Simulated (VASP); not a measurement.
# Ru2Cl (P4/nmm) in VASP: single point with PBE

Aim: the single point of Ru2Cl with PBE.

All numbers are computed with VASP 6.6.1; they aren't measurements. Logs are shortened: lines on timing, memory, paths and dates and some standing lists are left out, and cuts for length are marked.

## 1. The cell of the first run

The structure is tetragonal, space group P4/nmm (No. 129). Conventional cell: a = 3.488 Å, b = 3.488 Å, c = 9.394 Å, α = 90.00°, β = 90.00°, γ = 90.00°. Ru (site symmetry -4m2) has 8 Ru at 2.47 to 2.57 Å within 3.3 Å. Ru (site symmetry 4mm) has 8 Ru at 2.57 to 3.49 Å and 4 Cl at 2.79 Å within 3.5 Å. Within 3.7 Å of Cl (site symmetry 4mm) lie 8 Ru at 2.79 to 3.64 Å and 4 Cl at 3.49 Å.

## 2. Single point, PBE, collinear spin, ferromagnetic start

INCAR reads:

```
ALGO = Normal ; EDIFF = 1E-7
ENCUT = 520 ; GGA = PE
ISIF = 2 ; ISMEAR = 0
ISPIN = 2 ; LASPH = T
LCHARG = F ; LMAXMIX = 4
LORBIT = 11 ; LREAL = F
LWAVE = F ; MAGMOM = 0.34 0.34 0.31 0.31 0 0
NBANDS = 48 ; NELM = 150
PREC = Accurate ; SIGMA = 0.1
```

KPOINTS reads:

```
k-points
0
Gamma
  4 4 4
```

POSCAR reads:

```
Ru2Cl
1.0
    3.4878845789      0.0000000000      0.0000000000
    0.0000000000      3.4878845789      0.0000000000
    0.0000000000      0.0000000000      9.3935825440
Ru Cl
4 2
Direct
    0.0000000000      0.0000000000      0.0000000000
    0.5000000000      0.5000000000      0.0000000000
    0.0000000000      0.5000000000      0.2004898942
    0.5000000000      0.0000000000      0.7995101058
    0.0000000000      0.5000000000      0.6597183390
    0.5000000000      0.0000000000      0.3402816610
```

Potentials or basis: VASP PAW PBE potentials, release 64 (Ru_pv, Cl).

Run with:

```
cat potpaw_PBE.64/Ru_pv/POTCAR potpaw_PBE.64/Cl/POTCAR > POTCAR
mpirun -np 1 vasp_std > vasp.out
```

OUTCAR:

```text
EDIFF = 1E-7
   ENCUT = 520
   GGA = PE
   ISIF = 2
   ISMEAR = 0
   ISPIN = 2
   LASPH = T
   LORBIT = 11
   LREAL = F
   NELM = 150
   PREC = Accurate

 ion  position               nearest neighbor table
   1  0.000  0.000  0.000-   2 2.47   2 2.47   2 2.47   2 2.47   3 2.57   4 2.57   4 2.57   3 2.57

   2  0.500  0.500  0.000-   1 2.47   1 2.47   1 2.47   1 2.47   4 2.57   4 2.57   3 2.57   3 2.57

   3  0.000  0.500  0.200-   1 2.57   2 2.57   1 2.57   2 2.57   6 2.79   6 2.79   6 2.79   6 2.79

   4  0.500  0.000  0.800-   1 2.57   2 2.57   2 2.57   1 2.57   5 2.79   5 2.79   5 2.79   5 2.79

   5  0.000  0.500  0.660-   4 2.79   4 2.79   4 2.79   4 2.79
   6  0.500  0.000  0.340-   3 2.79   3 2.79   3 2.79   3 2.79

  LATTYP: Found a simple tetragonal cell.
 ALAT       =     3.4878845789
 C/A-ratio  =     2.6932033820

  Lattice vectors:

 A1 = (   3.4878845789,   0.0000000000,   0.0000000000)
 A2 = (   0.0000000000,   3.4878845789,   0.0000000000)
 A3 = (   0.0000000000,   0.0000000000,   9.3935825440)

Analysis of symmetry for initial positions (statically):
=====================================================================
 Subroutine PRICEL returns:
 Original cell was already a primitive cell.

 Routine SETGRP: Setting up the symmetry group for a
 simple tetragonal supercell.

 Subroutine GETGRP returns: Found 16 space group operations
 (whereof  8 operations were pure point group operations)
 out of a pool of 16 trial point group operations.

The static configuration has the point symmetry D_2d.
 The point group associated with its full space group is D_4h.

Analysis of symmetry for dynamics (positions and initial velocities):
=====================================================================
 Subroutine PRICEL returns:
 Original cell was already a primitive cell.

 Routine SETGRP: Setting up the symmetry group for a
 simple tetragonal supercell.

 Subroutine GETGRP returns: Found 16 space group operations
 (whereof  8 operations were pure point group operations)
 out of a pool of 16 trial point group operations.

The dynamic configuration has the point symmetry D_2d.
 The point group associated with its full space group is D_4h.

Analysis of structural, dynamic, and magnetic symmetry:
=====================================================================
 Subroutine PRICEL returns:
 Original cell was already a primitive cell.

 Routine SETGRP: Setting up the symmetry group for a
 simple tetragonal supercell.

 Subroutine GETGRP returns: Found 16 space group operations
 (whereof  8 operations were pure point group operations)
 out of a pool of 16 trial point group operations.

The overall configuration has the point symmetry D_2d.
 The point group associated with its full space group is D_4h.

 Subroutine INISYM returns: Found 16 space group operations
 (whereof  8 operations are pure point group operations),
 and found     1 'primitive' translations

----------------------------------------------------------------------------------------

                                     Primitive cell

  volume of cell :     114.2761

  direct lattice vectors                    reciprocal lattice vectors
     3.487884579  0.000000000  0.000000000     0.286706735  0.000000000  0.000000000
     0.000000000  3.487884579  0.000000000     0.000000000  0.286706735  0.000000000
     0.000000000  0.000000000  9.393582544     0.000000000  0.000000000  0.106455657

  length of vectors
     3.487884579  3.487884579  9.393582544     0.286706735  0.286706735  0.106455657

  position of ions in fractional coordinates (direct lattice)
     0.000000000  0.000000000  0.000000000
     0.500000000  0.500000000  0.000000000
     0.000000000  0.500000000  0.200489894
     0.500000000  0.000000000  0.799510106
     0.000000000  0.500000000  0.659718339
[... 35 lines left out ...]
 Found     18 irreducible k-points:

 Following reciprocal coordinates:
            Coordinates               Weight
  0.000000  0.000000  0.000000      1.000000
  0.250000  0.000000  0.000000      4.000000
  0.500000  0.000000  0.000000      2.000000
  0.250000  0.250000  0.000000      4.000000
  0.500000  0.250000  0.000000      4.000000
  0.500000  0.500000  0.000000      1.000000
[... 10 lines left out ...]
  0.500000  0.250000  0.500000      4.000000
  0.500000  0.500000  0.500000      1.000000
   k-points           NKPTS =     18   k-points in BZ     NKDIM =     18   number of bands    NBANDS=     48
   number of dos      NEDOS =    301   number of ions     NIONS =      6
   total plane-waves  NPLWV =  54880
   dimension x,y,z NGX =    28 NGY =   28 NGZ =   70
   dimension x,y,z NGXF=    56 NGYF=   56 NGZF=  140
   ions per type =               4   2
   NGX,Y,Z   is equivalent  to a cutoff of  13.35, 13.35, 12.39 a.u.
   NGXF,Y,Z  is equivalent  to a cutoff of  26.69, 26.69, 24.78 a.u.
 SYSTEM =  unknown system
   PREC   = accura    normal or accurate (medium, high low for compatibility)
   ISTART =      0    job   : 0-new  1-cont  2-samecut
   ICHARG =      2    charge: 1-file 2-atom 10-const
   ISPIN  =      2    spin polarized calculation?
   LNONCOLLINEAR =      F non collinear calculations
   LSORBIT =      F    spin-orbit coupling
   LASPH  =      T    aspherical Exc in radial PAW
   ENCUT  =  520.0 eV  38.22 Ry    6.18 a.u.   6.49  6.49 17.47*2*pi/ulx,y,z
   NELM   =    150;   NELMIN=  2; NELMDL= -5     # of ELM steps
   EDIFF  = 0.1E-06   stopping-criterion for ELM
   LREAL  =      F    real-space projection
   EDIFFG = 0.1E-05   stopping-criterion for IOM
   NSW    =      0    number of steps for IOM
   IBRION =     -1    ionic relax: 0-MD 1-quasi-New 2-CG
   NFREE  =      0    steps in history (QN), initial steepest desc. (CG)
   ISIF   =      2    stress and relaxation
   ISYM   =      2    0-nonsym 1-usesym 2-fastsym
   POTIM  = 0.5000    time-step for ionic-motion
   TEBEG  =    0.0;   TEEND  =   0.0 temperature during run
   PSTRESS=    0.0 pullay stress
   NELECT =      70.0000    total number of electrons
   NUPDOWN=      -1.0000    fix difference up-down
   EMIN   =  10.00;   EMAX   =-10.00  energy-range for DOS
   EFERMI =   0.00;   METHOD = LEGACY
   ISMEAR =     0;   SIGMA  =   0.10  broadening in eV -4-tet -1-fermi 0-gaus
   EFERMI_NEDOS =   21; number of points for ismear=-14 and -15
   IALGO  =     38    algorithm
   IMIX   =      4    mixing-type and parameters
     AMIX     =   0.40;   BMIX     =  1.00
     AMIX_MAG =   1.60;   BMIX_MAG =  1.00
  volume/ion in A,a.u.               =      19.05       128.53
  Fermi-wavevector in a.u.,A,eV,Ry     =   1.390344  2.627370 26.300840  1.933057
  Thomas-Fermi vector in A             =   2.514288
   LORBIT       =     11    0 simple, 1 ext, 2 COOP (PROOUT), +10 PAW based schemes
   GGA     = PE    functional components
   LHFCALC =     F    Hartree Fock is set to
   AEXX    =    0.0000 exact exchange contribution
   IVDW    =     0    specifies the selected vdW correction
   LEPSILON=     F    determine dielectric tensor
   LRPA    =     F    only Hartree local field effects (RPA)
 spin polarized calculation
 Gauss-broadening in eV      SIGMA  =   0.10
  energy-cutoff  :      520.00
  volume of cell :      114.28
 maximum number of plane-waves:      3122
 NGX is ok and might be reduce to    28
   NGX = 13   NGY = 13   NGZ = 35

 number of electron      69.9999991 magnetization       2.5996187

 Free energy of the ion-electron system (eV)
  ---------------------------------------------------
  ext. energy  EPLUGINS =         0.00000000
  ---------------------------------------------------
  free energy    TOTEN  =       -37.62956243 eV

  energy without entropy =      -37.59428033  energy(sigma->0) =      -37.61192138

 E-fermi :   6.7632     XC(G=0): -10.9545

 val. band max:        6.7629737032   @ k =   0.5000   0.5000   0.2500
 cond. band min:       6.7678655094   @ k =   0.5000   0.5000   0.0000
 fundamental gap:      0.0048918062
 Fermi energy:         6.7631783960

 spin component 1

 k-point     1 :       0.0000    0.0000    0.0000
  band No.  band energies     occupation
      1     -37.0617      1.00000
      2     -37.0617      1.00000
      3     -36.7740      1.00000
      4     -36.2863      1.00000
      5     -36.2862      1.00000
      6     -36.2862      1.00000
[... 889 lines left out ...]
     46      11.4580      0.00000
     47      13.3582      0.00000
 Fermi energy:         6.7631783960

 spin component 2

 k-point     1 :       0.0000    0.0000    0.0000
  band No.  band energies     occupation
      1     -36.8909      1.00000
      2     -36.8909      1.00000
      3     -36.6338      1.00000
      4     -36.2013      1.00000
      5     -35.8426      1.00000
      6     -35.8426      1.00000
[... 889 lines left out ...]
     46      11.6256      0.00000
     47      13.4992      0.00000
 [bands above 47 left out]

------------------------ aborting loop because EDIFF is reached ----------------------------------------

  FORCE on cell =-STRESS in cart. coord.  units (eV):
  Direction    XX          YY          ZZ          XY          YZ          ZX
  --------------------------------------------------------------------------------------
  -------------------------------------------------------------------------------------
  Total        0.7827269      0.7827269      0.3244216      0.0000000      0.0000000      0.0000000
  in kB       10.9740110     10.9740110      4.5484648      0.0000000      0.0000000      0.0000000
  external PRESSURE =       8.8321623 kB  Pullay stress =       0.0000000 kB

 VOLUME and BASIS-vectors are now :
 -----------------------------------------------------------------------------
  energy-cutoff  :      520.00
  volume of cell :      114.28
      direct lattice vectors                 reciprocal lattice vectors
     3.487884579  0.000000000  0.000000000     0.286706735  0.000000000  0.000000000
     0.000000000  3.487884579  0.000000000     0.000000000  0.286706735  0.000000000
     0.000000000  0.000000000  9.393582544     0.000000000  0.000000000  0.106455657

 POSITION                                       TOTAL-FORCE (eV/Angst)
 -----------------------------------------------------------------------------------
      0.00000      0.00000      0.00000        -0.000000      0.000000     -0.000000
      1.74394      1.74394      0.00000        -0.000000      0.000000     -0.000000
      0.00000      1.74394      1.88332        -0.000000      0.000000     -0.147872
      1.74394      0.00000      7.51026         0.000000      0.000000      0.147872
      0.00000      1.74394      6.19712         0.000000      0.000000     -0.097045
      1.74394      0.00000      3.19646        -0.000000      0.000000      0.097045
 -----------------------------------------------------------------------------------
    total drift:                                0.000000      0.000000      0.000000

  FREE ENERGIE OF THE ION-ELECTRON SYSTEM (eV)
  ---------------------------------------------------
  free  energy   TOTEN  =       -37.6295624262 eV

  energy  without entropy=      -37.5942803289  energy(sigma->0) =      -37.61192138

 total charge

# of ion       s       p       d       tot
------------------------------------------
    1        0.457   6.287   6.062  12.806
    2        0.457   6.287   6.062  12.806
    3        0.284   6.151   5.993  12.428
    4        0.284   6.151   5.993  12.428
    5        1.609   3.435   0.000   5.043
    6        1.609   3.435   0.000   5.043
--------------------------------------------------
tot          4.700  31.746  24.109  60.554

 magnetization (x)

# of ion       s       p       d       tot
------------------------------------------
    1       -0.005  -0.005   0.113   0.102
    2       -0.005  -0.005   0.113   0.102
    3        0.010   0.006   0.991   1.007
    4        0.010   0.006   0.991   1.007
    5        0.007   0.097   0.000   0.104
    6        0.007   0.097   0.000   0.104
--------------------------------------------------
tot          0.023   0.195   2.207   2.425
```

Wall time 6.5 min (1 thread of Intel Xeon 8259CL, shared host); peak memory 0.34 GiB.

What came out:

- Free energy: -37.6296 eV
- Pressure: 0.9 GPa
- Largest force: 0.148 eV/Å
- Net moment: 2.60 μB per cell
- Site moments: Ru +0.10, +1.01 (each value once); Cl +0.10 μB
- Valence electrons inside the program's atomic spheres: Ru 12.81, 12.43 (each value once); Cl 5.04

Forces in eV/Å, atoms in the order of the input:
```
Ru   0.000  0.000  0.000
Ru   0.000  0.000  0.000
Ru   0.000  0.000 -0.148
Ru   0.000  0.000  0.148
Cl   0.000  0.000 -0.097
Cl   0.000  0.000  0.097
```

Stress tensor (GPa, compression positive):
```
1.10 0.00 0.00
0.00 1.10 0.00
0.00 0.00 0.45
```

Caveat: the k points lie up to 0.45 Å⁻¹ apart.
